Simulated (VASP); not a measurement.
# HfTe5Mo (F-43m) in VASP: further runs, part 2 of 2

VASP 6.6.1. The steps go on from the part before.

### Step 4. Single point, PBE

This run uses another cell than the first one, of 40.72 Å³/atom, 1.086 times its volume.

File INCAR:

```
SYSTEM = HfTe5Mo
PREC     = Accurate       ! precision mode
ENCUT    = 500            ! plane-wave cutoff, eV
EDIFF    = 1E-6           ! SCF threshold, eV
ISMEAR   = 0              ! smearing method
SIGMA    = 0.2            ! smearing width, eV
LREAL    = .False.        ! projectors in reciprocal space
LASPH    = .True.         ! aspherical terms in the spheres
NELM     = 120            ! most SCF steps
ALGO     = Normal         ! electronic algorithm
ISIF     = 2              ! what is computed and relaxed
LWAVE    = .False.        ! write WAVECAR
LCHARG   = .False.        ! write CHGCAR
GGA      = PE             ! functional
NBANDS   = 36             ! bands
GGA_COMPAT= .False.
```

File KPOINTS:

```
regular mesh
0
Gamma
  3 3 3
  0 0 0
```

File POSCAR:

```
HfTe5Mo
1.0
    0.0000000000      5.2233241948      5.2233241948
    5.2233241948      0.0000000000      5.2233241948
    5.2233241948      5.2233241948      0.0000000000
Hf Te Mo
1 5 1
Direct
    0.5000000000      0.5000000000      0.5000000000
    0.3556562425      0.3556562425      0.3556562425
    0.3556562425      0.3556562425      0.9330312724
    0.3556562425      0.9330312724      0.3556562425
    0.9330312724      0.3556562425      0.3556562425
    0.0000000000      0.0000000000      0.0000000000
    0.7500000000      0.7500000000      0.7500000000
```

Potentials or basis: VASP PAW PBE potentials, release 64 (Hf_pv, Te, Mo_sv).

Run with:

```sh
$ cat potpaw_PBE.64/Hf_pv/POTCAR potpaw_PBE.64/Te/POTCAR potpaw_PBE.64/Mo_sv/POTCAR > POTCAR
$ mpirun -np 1 vasp_std > vasp.out
```

OUTCAR:

```text
SYSTEM = HfTe5Mo
   PREC = Accurate
   ENCUT = 500
   EDIFF = 1E-6
   ISMEAR = 0
   LREAL = .False.
   LASPH = .True.
   NELM = 120
   ISIF = 2
   GGA = PE

 ion  position               nearest neighbor table
   1  0.500  0.500  0.500-   3 2.61   4 2.61   5 2.61   2 2.61
   2  0.356  0.356  0.356-   1 2.61   3 3.12   4 3.12   5 3.12
   3  0.356  0.356  0.933-   1 2.61   2 3.12   4 3.12   5 3.12
   4  0.356  0.933  0.356-   1 2.61   2 3.12   3 3.12   5 3.12
   5  0.933  0.356  0.356-   1 2.61   2 3.12   3 3.12   4 3.12
   6  0.000  0.000  0.000-
   7  0.750  0.750  0.750-

[... 342 lines left out ...]
  Total        0.2297966      0.2297966      0.2297966      0.0000000      0.0000000      0.0000000
  in kB        1.2917640      1.2917640      1.2917640      0.0000000      0.0000000      0.0000000
  external PRESSURE =       1.2917640 kB  Pullay stress =       0.0000000 kB

 VOLUME and BASIS-vectors are now :
 -----------------------------------------------------------------------------
  energy-cutoff  :      500.00
  volume of cell :      285.02
      direct lattice vectors                 reciprocal lattice vectors
     0.000000000  5.223324195  5.223324195    -0.095724481  0.095724481  0.095724481
     5.223324195  0.000000000  5.223324195     0.095724481 -0.095724481  0.095724481
     5.223324195  5.223324195  0.000000000     0.095724481  0.095724481 -0.095724481

 POSITION                                       TOTAL-FORCE (eV/Angst)
 -----------------------------------------------------------------------------------
      5.22332      5.22332      5.22332        -0.000000     -0.000000      0.000000
      3.71542      3.71542      3.71542         0.006432      0.006432      0.006432
      6.73123      6.73123      3.71542        -0.006432     -0.006432      0.006432
      6.73123      3.71542      6.73123        -0.006432      0.006432     -0.006432
      3.71542      6.73123      6.73123         0.006432     -0.006432     -0.006432
      0.00000      0.00000      0.00000        -0.000000     -0.000000      0.000000
      7.83499      7.83499      7.83499        -0.000000     -0.000000      0.000000
 -----------------------------------------------------------------------------------
    total drift:                                0.000000      0.000000      0.000000

  FREE ENERGIE OF THE ION-ELECTRON SYSTEM (eV)
  ---------------------------------------------------
  free  energy   TOTEN  =       -25.9056850213 eV

  energy  without entropy=      -25.4645357255  energy(sigma->0) =      -25.68511037
```

OSZICAR:

```text
N       E                     dE             d eps       ncg     rms          rms(c)
DAV:   1     0.297327464625E+03    0.29733E+03   -0.23502E+04   336   0.119E+03
DAV:   2    -0.615082833325E+01   -0.30348E+03   -0.29379E+03   344   0.249E+02
DAV:   3    -0.311154015733E+02   -0.24965E+02   -0.24102E+02   376   0.557E+01
[... 25 lines left out ...]
DAV:  29    -0.259058054063E+02    0.47864E-03   -0.13658E-03   368   0.834E-02    0.568E-01
DAV:  30    -0.259057374135E+02    0.67993E-04   -0.14946E-03   352   0.718E-02    0.160E-01
DAV:  31    -0.259056870184E+02    0.50395E-04   -0.20948E-04   384   0.309E-02    0.209E-02
DAV:  32    -0.259056846910E+02    0.23274E-05   -0.13698E-05   288   0.831E-03    0.947E-03
DAV:  33    -0.259056850213E+02   -0.33031E-06   -0.90023E-07   172   0.380E-03
   1 F= -.25905685E+02 E0= -.25685110E+02  d E =-.441149E+00
```

stdout:

```text
POSCAR found type information on POSCAR HfTeMo
 POSCAR found :  3 types and       7 ions
 scaLAPACK will be used
 LDA part: xc-table for (Slater+PW92), standard interpolation
 POSCAR, INCAR and KPOINTS ok, starting setup
 FFT: planning ... GRIDC
 FFT: planning ... GRID_SOFT
 FFT: planning ... GRID
 WAVECAR not read
 entering main loop
```

It took 2 min on 1 thread of Intel Xeon 6975P-C (Granite Rapids), shared host; peak memory 0.42 GiB.

Results:

| Quantity | Value |
| --- | --- |
| Free energy | -25.9057 eV |
| Pressure | 0.1 GPa |
| Largest force | 0.011 eV/Å |
| Band gap on the k mesh | zero (band 27 reaches 3.15 eV, above the bottom of band 28 at 3.07 eV) |

Forces in eV/Å, atoms in the order of the input:
```
Hf   0.000  0.000  0.000
Te   0.006  0.006  0.006
Te  -0.006 -0.006  0.006
Te  -0.006  0.006 -0.006
Te   0.006 -0.006 -0.006
Te   0.000  0.000  0.000
Mo   0.000  0.000  0.000
```

Levels at points of the mesh, in eV from the Fermi level:
| k point | band 22 | band 23 | band 24 | band 25 | band 26 | band 27 | band 28 | band 29 | band 30 | band 31 |
| --- | --- | --- | --- | --- | --- | --- | --- | --- | --- | --- |
| (0.00, 0.00, 0.00) | -0.44 | -0.44 | -0.44 | 0.04 | 0.04 | 0.08 | 0.08 | 0.08 | 0.18 | 0.58 |

Caveat: spin-orbit coupling is left out, which moves the levels of the heavy elements.

### Step 5. Single point, PBE

This run uses another cell than the first one, of 40.77 Å³/atom, 1.087 times its volume.

INCAR is that of step 4.

File KPOINTS:

```
Automatic mesh
0
Gamma
  3 3 3
  0 0 0
```

File POSCAR:

```
HfTe5Mo
1.0
    0.0000000000      5.2256580321      5.2256580321
    5.2256580321      0.0000000000      5.2256580321
    5.2256580321      5.2256580321      0.0000000000
Hf Te Mo
1 5 1
Direct
    0.7500000000      0.7500000000      0.7500000000
    0.8952940822      0.8952940822      0.8952940822
    0.8952940822      0.8952940822      0.3141177534
    0.8952940822      0.3141177534      0.8952940822
    0.3141177534      0.8952940822      0.8952940822
    0.5000000000      0.5000000000      0.5000000000
    0.2500000000      0.2500000000      0.2500000000
```

Potentials or basis: VASP PAW PBE potentials, release 64 (Hf_pv, Te, Mo_sv).

Run with:

```sh
$ cat potpaw_PBE.64/Hf_pv/POTCAR potpaw_PBE.64/Te/POTCAR potpaw_PBE.64/Mo_sv/POTCAR > POTCAR
$ mpirun -np 1 vasp_std > vasp.out
```

OUTCAR:

```text
SYSTEM = HfTe5Mo
   PREC = Accurate
   ENCUT = 500
   EDIFF = 1E-6
   ISMEAR = 0
   LREAL = .False.
   LASPH = .True.
   NELM = 120
   ISIF = 2
   GGA = PE

 ion  position               nearest neighbor table
   1  0.750  0.750  0.750-   3 2.63   4 2.63   5 2.63   2 2.63
   2  0.895  0.895  0.895-   1 2.63   3 3.10   4 3.10   5 3.10
   3  0.895  0.895  0.314-   1 2.63   2 3.10   4 3.10   5 3.10
   4  0.895  0.314  0.895-   1 2.63   2 3.10   3 3.10   5 3.10
   5  0.314  0.895  0.895-   1 2.63   2 3.10   3 3.10   4 3.10
   6  0.500  0.500  0.500-
   7  0.250  0.250  0.250-

[... 342 lines left out ...]
  Total        1.1701678      1.1701678      1.1701678      0.0000000     -0.0000000      0.0000000
  in kB        6.5690985      6.5690985      6.5690985      0.0000000     -0.0000000      0.0000000
  external PRESSURE =       6.5690985 kB  Pullay stress =       0.0000000 kB

 VOLUME and BASIS-vectors are now :
 -----------------------------------------------------------------------------
  energy-cutoff  :      500.00
  volume of cell :      285.40
      direct lattice vectors                 reciprocal lattice vectors
     0.000000000  5.225658032  5.225658032    -0.095681730  0.095681730  0.095681730
     5.225658032  0.000000000  5.225658032     0.095681730 -0.095681730  0.095681730
     5.225658032  5.225658032  0.000000000     0.095681730  0.095681730 -0.095681730

 POSITION                                       TOTAL-FORCE (eV/Angst)
 -----------------------------------------------------------------------------------
      7.83849      7.83849      7.83849        -0.000000     -0.000000     -0.000000
      9.35700      9.35700      9.35700        -0.021587     -0.021587     -0.021587
      6.31997      6.31997      9.35700         0.021587      0.021587     -0.021587
      6.31997      9.35700      6.31997         0.021587     -0.021587      0.021587
      9.35700      6.31997      6.31997        -0.021587      0.021587      0.021587
      5.22566      5.22566      5.22566        -0.000000     -0.000000     -0.000000
      2.61283      2.61283      2.61283        -0.000000     -0.000000     -0.000000
 -----------------------------------------------------------------------------------
    total drift:                                0.000000      0.000000      0.000000

  FREE ENERGIE OF THE ION-ELECTRON SYSTEM (eV)
  ---------------------------------------------------
  free  energy   TOTEN  =       -25.6982307846 eV

  energy  without entropy=      -25.2204549205  energy(sigma->0) =      -25.45934285
```

stdout:

```text
POSCAR found type information on POSCAR HfTeMo
 POSCAR found :  3 types and       7 ions
 scaLAPACK will be used
 LDA part: xc-table for (Slater+PW92), standard interpolation
 POSCAR, INCAR and KPOINTS ok, starting setup
 FFT: planning ... GRIDC
 FFT: planning ... GRID_SOFT
 FFT: planning ... GRID
 WAVECAR not read
 entering main loop
```

Wall time 81 s (1 thread of Intel Xeon 6975P-C (Granite Rapids), shared host); peak memory 0.41 GiB.

Results:

- Free energy: -25.6982 eV
- Pressure: 0.7 GPa
- Largest force: 0.037 eV/Å
- Band gap on the k mesh: zero (band 27 reaches 3.16 eV, above the bottom of band 28 at 3.13 eV)

Forces in eV/Å, atoms in the order of the input:
```
Hf   0.000  0.000  0.000
Te  -0.022 -0.022 -0.022
Te   0.022  0.022 -0.022
Te   0.022 -0.022  0.022
Te  -0.022  0.022  0.022
Te   0.000  0.000  0.000
Mo   0.000  0.000  0.000
```

Caveat: spin-orbit coupling is left out, which moves the levels of the heavy elements.

### Step 6. Summary

| cell | gap on the mesh (eV) | pressure (GPa) | largest force (eV/Å) |
| --- | --- | --- | --- |
| a = 7.187 Å, angles 60.0°, 7 atoms | none | 0.5 | 0.01 |
| a = 7.365 Å, angles 60.0°, 7 atoms | none | 0.4 | 0.01 |
| a = 7.387 Å, angles 60.0°, 7 atoms | none | 0.1 | 0.01 |
| a = 7.390 Å, angles 60.0°, 7 atoms | none | 0.7 | 0.04 |

Alike in all rows: task single point; level PBE; potentials or basis VASP PAW PBE potentials, release 64 (Hf_pv, Te, Mo_sv); no spin polarisation; k mesh 3 × 3 × 3; cutoff (eV) 500; smearing gaussian 0.2 eV.

Caveats: spin-orbit coupling is left out, which moves the levels of the heavy elements.

Absolute energies hang on the potentials; compare differences alone.
